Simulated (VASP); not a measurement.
# Si2Ni (Fm-3m) in VASP: further runs

Runs on Si2Ni. Level: PBE. Tasks: single point.

Everything below comes from runs of VASP 6.6.1. Logs are shortened: lines on timing, memory, paths and dates and some standing lists are left out, and cuts for length are marked.

### 1 The cell of the first run

It takes space group Fm-3m (No. 225, cubic). Conventional cell: a = 5.442 Å, b = 5.442 Å, c = 5.442 Å, α = 90.00°, β = 90.00°, γ = 90.00°. Si (site symmetry -43m) has 4 Ni at 2.36 Å and 6 Si at 2.72 Å within 3.1 Å. Ni (site symmetry m-3m) has 8 Si at 2.36 Å within 3.1 Å.

### 2 Single point, PBE, collinear spin, ferromagnetic start (13.43 Å³/atom)

File INCAR:

```
SYSTEM = Si2Ni
PREC     = Accurate       ! precision mode
ENCUT    = 520            ! plane-wave cutoff, eV
EDIFF    = 1E-7           ! SCF threshold, eV
ISMEAR   = -1             ! smearing method
SIGMA    = 0.05           ! smearing width, eV
LREAL    = .False.        ! projectors in reciprocal space
LASPH    = .True.         ! aspherical terms in the spheres
NELM     = 150            ! most SCF steps
ALGO     = Normal         ! electronic algorithm
ISIF     = 2              ! what is computed and relaxed
LWAVE    = .False.        ! write WAVECAR
LCHARG   = .False.        ! write CHGCAR
ISPIN    = 2              ! spin polarisation
MAGMOM   = 0 0 1.5        ! initial moments
LORBIT   = 11             ! projections on sites
LMAXMIX  = 4              ! l up to which the mixer works
GGA      = PE             ! functional
NBANDS   = 20             ! bands
```

File KPOINTS:

```
Automatic mesh
0
Gamma
  15 15 15
  0 0 0
```

File POSCAR:

```
Si2Ni
1.0
    0.0000000000      2.7209011839      2.7209011839
    2.7209011839      0.0000000000      2.7209011839
    2.7209011839      2.7209011839      0.0000000000
Si Ni
2 1
Direct
    0.2500000000      0.2500000000      0.2500000000
    0.7500000000      0.7500000000      0.7500000000
    0.0000000000      0.0000000000      0.0000000000
```

Potentials or basis: VASP PAW PBE potentials, release 64 (Si, Ni).

Command:

```bash
$ cat potpaw_PBE.64/Si/POTCAR potpaw_PBE.64/Ni/POTCAR > POTCAR
$ mpirun -np 1 vasp_std > vasp.out
```

OUTCAR:

```text
SYSTEM = Si2Ni
   PREC = Accurate
   ENCUT = 520
   EDIFF = 1E-7
   ISMEAR = -1
   LREAL = .False.
   LASPH = .True.
   NELM = 150
   ISIF = 2
   ISPIN = 2
   LORBIT = 11
   GGA = PE

 ion  position               nearest neighbor table
   1  0.250  0.250  0.250-   3 2.36   3 2.36   3 2.36   3 2.36   2 2.72   2 2.72   2 2.72   2 2.72
                             2 2.72   2 2.72
   2  0.750  0.750  0.750-   3 2.36   3 2.36   3 2.36   3 2.36   1 2.72   1 2.72   1 2.72   1 2.72
                             1 2.72   1 2.72
   3  0.000  0.000  0.000-   2 2.36   2 2.36   2 2.36   1 2.36   1 2.36   1 2.36   2 2.36   1 2.36

  LATTYP: Found a face centered cubic cell.
 ALAT       =     5.4418023678

  Lattice vectors:

 A1 = (   0.0000000000,   2.7209011839,   2.7209011839)
 A2 = (   2.7209011839,   0.0000000000,   2.7209011839)
 A3 = (   2.7209011839,   2.7209011839,   0.0000000000)

Analysis of symmetry for initial positions (statically):
=====================================================================
 Subroutine PRICEL returns:
 Original cell was already a primitive cell.

 Routine SETGRP: Setting up the symmetry group for a
 face centered cubic supercell.

 Subroutine GETGRP returns: Found 48 space group operations
 (whereof 48 operations were pure point group operations)
 out of a pool of 48 trial point group operations.

The static configuration has the point symmetry O_h .

Analysis of symmetry for dynamics (positions and initial velocities):
=====================================================================
 Subroutine PRICEL returns:
 Original cell was already a primitive cell.

 Routine SETGRP: Setting up the symmetry group for a
 face centered cubic supercell.

 Subroutine GETGRP returns: Found 48 space group operations
 (whereof 48 operations were pure point group operations)
 out of a pool of 48 trial point group operations.

The dynamic configuration has the point symmetry O_h .

Analysis of structural, dynamic, and magnetic symmetry:
=====================================================================
 Subroutine PRICEL returns:
 Original cell was already a primitive cell.

 Routine SETGRP: Setting up the symmetry group for a
 face centered cubic supercell.

 Subroutine GETGRP returns: Found 48 space group operations
 (whereof 48 operations were pure point group operations)
 out of a pool of 48 trial point group operations.

The overall configuration has the point symmetry O_h .

 Subroutine INISYM returns: Found 48 space group operations
 (whereof 48 operations are pure point group operations),
 and found     1 'primitive' translations
[... 122 lines left out ...]
   GGA     = PE    functional components
   LHFCALC =     F    Hartree Fock is set to
   AEXX    =    0.0000 exact exchange contribution
   IVDW    =     0    specifies the selected vdW correction
   LEPSILON=     F    determine dielectric tensor
   LRPA    =     F    only Hartree local field effects (RPA)
 spin polarized calculation
  energy-cutoff  :      520.00
  volume of cell :       40.29
 maximum number of plane-waves:      1103
 NGX is ok and might be reduce to    30
   NGX = 15   NGY = 15   NGZ = 15

 number of electron      17.9999991 magnetization      -0.0000811

 number of electron      17.9999991 magnetization       0.0000312

 Free energy of the ion-electron system (eV)
  ---------------------------------------------------
  ext. energy  EPLUGINS =         0.00000000
  ---------------------------------------------------
  free energy    TOTEN  =       -17.37342344 eV

  energy without entropy =      -17.36667362  energy(sigma->0) =      -17.37004853

 E-fermi :  10.1271     XC(G=0): -11.4958

 val. band max:       10.1266434000   @ k =  -0.1333   0.2000   0.0667
 cond. band min:      10.1313851743   @ k =  -0.4000   0.4667   0.0667
 fundamental gap:      0.0047417743
 Fermi energy:        10.1270826997

 spin component 1

 k-point     1 :       0.0000    0.0000    0.0000
  band No.  band energies     occupation
      1      -3.5019      1.00000
      2       5.0868      1.00000
      3       5.0868      1.00000
      4       5.0868      1.00000
      5       6.7566      1.00000
      6       6.7566      1.00000
[... 541 lines left out ...]
     19      21.5754      0.00000
     20      24.8739      0.00000

 [... further k-points ...]

 spin component 2

 k-point     1 :       0.0000    0.0000    0.0000
  band No.  band energies     occupation
      1      -3.5019      1.00000
      2       5.0868      1.00000
      3       5.0869      1.00000
      4       5.0869      1.00000
      5       6.7566      1.00000
      6       6.7566      1.00000
[... 541 lines left out ...]
     19      21.5754      0.00000
     20      24.8739      0.00000

 [... further k-points ...]

------------------------ aborting loop because EDIFF is reached ----------------------------------------

  FORCE on cell =-STRESS in cart. coord.  units (eV):
  Direction    XX          YY          ZZ          XY          YZ          ZX
  --------------------------------------------------------------------------------------
  -------------------------------------------------------------------------------------
  Total        0.0413655      0.0413655      0.0413655     -0.0000000      0.0000000     -0.0000000
  in kB        1.6450575      1.6450575      1.6450575     -0.0000000      0.0000000     -0.0000000
  external PRESSURE =       1.6450575 kB  Pullay stress =       0.0000000 kB

 VOLUME and BASIS-vectors are now :
 -----------------------------------------------------------------------------
  energy-cutoff  :      520.00
  volume of cell :       40.29
      direct lattice vectors                 reciprocal lattice vectors
     0.000000000  2.720901184  2.720901184    -0.183762646  0.183762646  0.183762646
     2.720901184  0.000000000  2.720901184     0.183762646 -0.183762646  0.183762646
     2.720901184  2.720901184  0.000000000     0.183762646  0.183762646 -0.183762646

 POSITION                                       TOTAL-FORCE (eV/Angst)
 -----------------------------------------------------------------------------------
      1.36045      1.36045      1.36045        -0.000000     -0.000000     -0.000000
      4.08135      4.08135      4.08135         0.000000      0.000000      0.000000
      0.00000      0.00000      0.00000        -0.000000     -0.000000     -0.000000
 -----------------------------------------------------------------------------------
    total drift:                                0.000000     -0.000000     -0.000000

  FREE ENERGIE OF THE ION-ELECTRON SYSTEM (eV)
  ---------------------------------------------------
  free  energy   TOTEN  =       -17.3734234390 eV

  energy  without entropy=      -17.3666736226  energy(sigma->0) =      -17.37004853

 total charge

# of ion       s       p       d       tot
------------------------------------------
    1        0.743   0.832   0.000   1.575
    2        0.743   0.832   0.000   1.575
    3        0.549   0.773   8.436   9.758
--------------------------------------------------
tot          2.036   2.436   8.436  12.908

 magnetization (x)

# of ion       s       p       d       tot
------------------------------------------
    1        0.000  -0.000   0.000   0.000
    2        0.000  -0.000   0.000   0.000
    3        0.000   0.000   0.000   0.000
--------------------------------------------------
tot          0.000  -0.000   0.000   0.000
```

OSZICAR:

```text
N       E                     dE             d eps       ncg     rms          rms(c)
DAV:   1     0.734268963611E+02    0.73427E+02   -0.70449E+03  9672   0.883E+02
DAV:   2    -0.140683525461E+02   -0.87495E+02   -0.78398E+02 10084   0.198E+02
DAV:   3    -0.190312238478E+02   -0.49629E+01   -0.48371E+01 11568   0.491E+01
DAV:   4    -0.191105849900E+02   -0.79361E-01   -0.79148E-01 11204   0.554E+00
DAV:   5    -0.191122925752E+02   -0.17076E-02   -0.17074E-02 11476   0.900E-01    0.177E+01
DAV:   6    -0.242980772468E+02   -0.51858E+01   -0.30811E+01 10876   0.119E+02    0.249E+01
DAV:   7    -0.175125579280E+02    0.67855E+01   -0.94873E+00 12188   0.733E+01    0.356E+00
DAV:   8    -0.174148620878E+02    0.97696E-01   -0.11143E+00 12896   0.155E+01    0.259E+00
DAV:   9    -0.173752579894E+02    0.39604E-01   -0.20890E-01 11848   0.717E+00    0.619E-01
DAV:  10    -0.173732995996E+02    0.19584E-02   -0.83047E-03 14092   0.143E+00    0.313E-01
DAV:  11    -0.173733819769E+02   -0.82377E-04   -0.10445E-03 12704   0.335E-01    0.169E-01
DAV:  12    -0.173734138647E+02   -0.31888E-04   -0.96604E-05 11472   0.104E-01    0.534E-02
DAV:  13    -0.173734209876E+02   -0.71229E-05   -0.17469E-05 11000   0.537E-02    0.172E-02
DAV:  14    -0.173734234641E+02   -0.24765E-05   -0.66460E-06 11000   0.371E-02    0.908E-03
DAV:  15    -0.173734235128E+02   -0.48756E-07   -0.12274E-06 11140   0.818E-03    0.439E-03
DAV:  16    -0.173734234390E+02    0.73862E-07   -0.16001E-07 10620   0.499E-03
   1 F= -.17373423E+02 E0= -.17370049E+02  d E =-.674982E-02  mag=     0.0000
```

stdout:

```text
POSCAR found type information on POSCAR SiNi
 POSCAR found :  2 types and       3 ions
 scaLAPACK will be used
 LDA part: xc-table for (Slater+PW92), standard interpolation
 POSCAR, INCAR and KPOINTS ok, starting setup
 FFT: planning ... GRIDC
 FFT: planning ... GRID_SOFT
 FFT: planning ... GRID
 WAVECAR not read
 entering main loop
```

Wall time 96 s (1 thread of Intel Xeon 6975P-C (Granite Rapids), shared host); peak memory 0.29 GiB.

What came out:

* Free energy: -17.3734 eV
* Pressure: 0.2 GPa
* Band gap on the k mesh: zero (filled and empty bands overlap)
* Net moment: 0.00 μB per cell
* Valence electrons inside the program's atomic spheres: Si 1.57; Ni 9.76

Levels at points of the mesh, in eV from the Fermi level:
Spin up:
| k point | band 5 | band 6 | band 7 | band 8 | band 9 | band 10 | band 11 | band 12 | band 13 | band 14 |
| --- | --- | --- | --- | --- | --- | --- | --- | --- | --- | --- |
| (0.00, 0.00, 0.00) | -3.37 | -3.37 | -0.42 | 1.71 | 1.71 | 1.71 | 2.35 | 2.35 | 2.35 | 4.72 |
Spin down:
| k point | band 7 | band 8 | band 9 | band 10 | band 11 | band 12 |
| --- | --- | --- | --- | --- | --- | --- |
| (0.00, 0.00, 0.00) | -0.42 | 1.71 | 1.71 | 1.71 | 2.35 | 2.35 |

### 3 Single point, PBE, collinear spin, ferromagnetic start (13.69 Å³/atom)

This run uses another cell than the first one, of 13.69 Å³/atom.

File INCAR:

```
PREC = Accurate
ENCUT = 520
EDIFF = 1E-6
ISMEAR = -1
SIGMA = 0.05
LREAL = False
LASPH = True
NELM = 150
ALGO = Normal
ISIF = 2
LWAVE = False
LCHARG = False
ISPIN = 2
MAGMOM = 0 0 1.5
LORBIT = 11
LMAXMIX = 4
GGA = PE
NBANDS = 20
```

File KPOINTS:

```
Automatic mesh
0
Gamma
  15 15 15
```

File POSCAR:

```
Si2Ni
1.0
    0.0000000000      2.7385698685      2.7385698685
    2.7385698685      0.0000000000      2.7385698685
    2.7385698685      2.7385698685      0.0000000000
Si Ni
2 1
Direct
    0.2500000000      0.2500000000      0.2500000000
    0.7500000000      0.7500000000      0.7500000000
    0.0000000000      0.0000000000      0.0000000000
```

Potentials or basis: VASP PAW PBE potentials, release 64 (Si, Ni).

Command:

```bash
$ cat potpaw_PBE.64/Si/POTCAR potpaw_PBE.64/Ni/POTCAR > POTCAR
$ mpirun -np 1 vasp_std > vasp.out
```

OUTCAR:

```text
PREC = Accurate
   ENCUT = 520
   EDIFF = 1E-6
   ISMEAR = -1
   LREAL = False
   LASPH = True
   NELM = 150
   ISIF = 2
   ISPIN = 2
   LORBIT = 11
   GGA = PE

 ion  position               nearest neighbor table
   1  0.250  0.250  0.250-   3 2.37   3 2.37   3 2.37   3 2.37   2 2.74   2 2.74   2 2.74   2 2.74
                             2 2.74   2 2.74
   2  0.750  0.750  0.750-   3 2.37   3 2.37   3 2.37   3 2.37   1 2.74   1 2.74   1 2.74   1 2.74
                             1 2.74   1 2.74
   3  0.000  0.000  0.000-   2 2.37   2 2.37   2 2.37   1 2.37   1 2.37   1 2.37   2 2.37   1 2.37

  LATTYP: Found a face centered cubic cell.
 ALAT       =     5.4771397370

  Lattice vectors:

 A1 = (   0.0000000000,   2.7385698685,   2.7385698685)
 A2 = (   2.7385698685,   0.0000000000,   2.7385698685)
 A3 = (   2.7385698685,   2.7385698685,   0.0000000000)

Analysis of symmetry for initial positions (statically):
=====================================================================
 Subroutine PRICEL returns:
 Original cell was already a primitive cell.

 Routine SETGRP: Setting up the symmetry group for a
 face centered cubic supercell.

 Subroutine GETGRP returns: Found 48 space group operations
 (whereof 48 operations were pure point group operations)
 out of a pool of 48 trial point group operations.

The static configuration has the point symmetry O_h .

Analysis of symmetry for dynamics (positions and initial velocities):
=====================================================================
 Subroutine PRICEL returns:
 Original cell was already a primitive cell.

 Routine SETGRP: Setting up the symmetry group for a
 face centered cubic supercell.

 Subroutine GETGRP returns: Found 48 space group operations
 (whereof 48 operations were pure point group operations)
 out of a pool of 48 trial point group operations.

The dynamic configuration has the point symmetry O_h .

Analysis of structural, dynamic, and magnetic symmetry:
=====================================================================
 Subroutine PRICEL returns:
 Original cell was already a primitive cell.

[... 160 lines left out ...]

 val. band max:        9.8292596087   @ k =  -0.2667   0.0667   0.0000
 cond. band min:       9.8419507499   @ k =  -0.4667   0.4000   0.0667
 fundamental gap:      0.0126911412
 Fermi energy:         9.8308734674

 spin component 1

 k-point     1 :       0.0000    0.0000    0.0000
  band No.  band energies     occupation
      1      -3.6008      1.00000
      2       4.9312      1.00000
      3       4.9312      1.00000
      4       4.9312      1.00000
      5       6.5809      1.00000
      6       6.5809      1.00000
[... 541 lines left out ...]
     19      21.1975      0.00000
     20      24.3148      0.00000

 [... further k-points ...]

 spin component 2

 k-point     1 :       0.0000    0.0000    0.0000
  band No.  band energies     occupation
      1      -3.6008      1.00000
      2       4.9312      1.00000
      3       4.9312      1.00000
      4       4.9312      1.00000
      5       6.5811      1.00000
      6       6.5811      1.00000
[... 541 lines left out ...]
     19      21.1975      0.00000
     20      24.3148      0.00000

 [... further k-points ...]

------------------------ aborting loop because EDIFF is reached ----------------------------------------

  FORCE on cell =-STRESS in cart. coord.  units (eV):
  Direction    XX          YY          ZZ          XY          YZ          ZX
  --------------------------------------------------------------------------------------
  -------------------------------------------------------------------------------------
  Total       -0.6633828     -0.6633828     -0.6633828     -0.0000000     -0.0000000      0.0000000
  in kB      -25.8745817    -25.8745817    -25.8745817     -0.0000000     -0.0000000      0.0000000
  external PRESSURE =     -25.8745817 kB  Pullay stress =       0.0000000 kB

 VOLUME and BASIS-vectors are now :
 -----------------------------------------------------------------------------
  energy-cutoff  :      520.00
  volume of cell :       41.08
      direct lattice vectors                 reciprocal lattice vectors
     0.000000000  2.738569868  2.738569868    -0.182577047  0.182577047  0.182577047
     2.738569868  0.000000000  2.738569868     0.182577047 -0.182577047  0.182577047
     2.738569868  2.738569868  0.000000000     0.182577047  0.182577047 -0.182577047

 POSITION                                       TOTAL-FORCE (eV/Angst)
 -----------------------------------------------------------------------------------
      1.36928      1.36928      1.36928         0.000000     -0.000000      0.000000
      4.10785      4.10785      4.10785         0.000000      0.000000     -0.000000
      0.00000      0.00000      0.00000        -0.000000     -0.000000     -0.000000
 -----------------------------------------------------------------------------------
    total drift:                                0.000000     -0.000000     -0.000000

  FREE ENERGIE OF THE ION-ELECTRON SYSTEM (eV)
  ---------------------------------------------------
  free  energy   TOTEN  =       -17.3676934756 eV

  energy  without entropy=      -17.3604159341  energy(sigma->0) =      -17.36405470

 total charge

# of ion       s       p       d       tot
------------------------------------------
    1        0.747   0.819   0.000   1.565
    2        0.747   0.819   0.000   1.565
    3        0.539   0.745   8.426   9.710
--------------------------------------------------
tot          2.032   2.383   8.426  12.841

 magnetization (x)

# of ion       s       p       d       tot
------------------------------------------
    1       -0.000  -0.000   0.000  -0.000
    2       -0.000  -0.000   0.000  -0.000
    3       -0.000  -0.000   0.000   0.000
--------------------------------------------------
tot         -0.000  -0.000   0.000  -0.000
```

OSZICAR:

```text
N       E                     dE             d eps       ncg     rms          rms(c)
DAV:   1     0.724877540848E+02    0.72488E+02   -0.71246E+03  9736   0.882E+02
DAV:   2    -0.141704447024E+02   -0.86658E+02   -0.77326E+02 10092   0.195E+02
DAV:   3    -0.190079130911E+02   -0.48375E+01   -0.47228E+01 11592   0.482E+01
DAV:   4    -0.190834409956E+02   -0.75528E-01   -0.75371E-01 11148   0.545E+00
DAV:   5    -0.190850681333E+02   -0.16271E-02   -0.16270E-02 11640   0.881E-01    0.175E+01
DAV:   6    -0.244676984200E+02   -0.53826E+01   -0.31250E+01 10872   0.119E+02    0.253E+01
DAV:   7    -0.175221993623E+02    0.69455E+01   -0.96320E+00 12228   0.731E+01    0.366E+00
DAV:   8    -0.174074684215E+02    0.11473E+00   -0.11676E+00 12984   0.160E+01    0.257E+00
DAV:   9    -0.173700288348E+02    0.37440E-01   -0.21918E-01 11952   0.719E+00    0.646E-01
DAV:  10    -0.173675541472E+02    0.24747E-02   -0.92284E-03 14052   0.157E+00    0.309E-01
DAV:  11    -0.173676585907E+02   -0.10444E-03   -0.11440E-03 12760   0.327E-01    0.176E-01
DAV:  12    -0.173676830576E+02   -0.24467E-04   -0.96301E-05 11468   0.104E-01    0.552E-02
DAV:  13    -0.173676909777E+02   -0.79201E-05   -0.20758E-05 10972   0.584E-02    0.179E-02
DAV:  14    -0.173676933084E+02   -0.23307E-05   -0.75837E-06 11056   0.413E-02    0.937E-03
DAV:  15    -0.173676934756E+02   -0.16724E-06   -0.12954E-06 10096   0.858E-03
   1 F= -.17367693E+02 E0= -.17364055E+02  d E =-.727754E-02  mag=     0.0000
```

Wall time 93 s (1 thread of Intel Xeon 6975P-C (Granite Rapids), shared host); peak memory 0.29 GiB.

What came out:

* Free energy: -17.3677 eV
* Pressure: -2.6 GPa
* Band gap on the k mesh: zero (filled and empty bands overlap)
* Net moment: 0.00 μB per cell
* Valence electrons inside the program's atomic spheres: Si 1.56; Ni 9.71
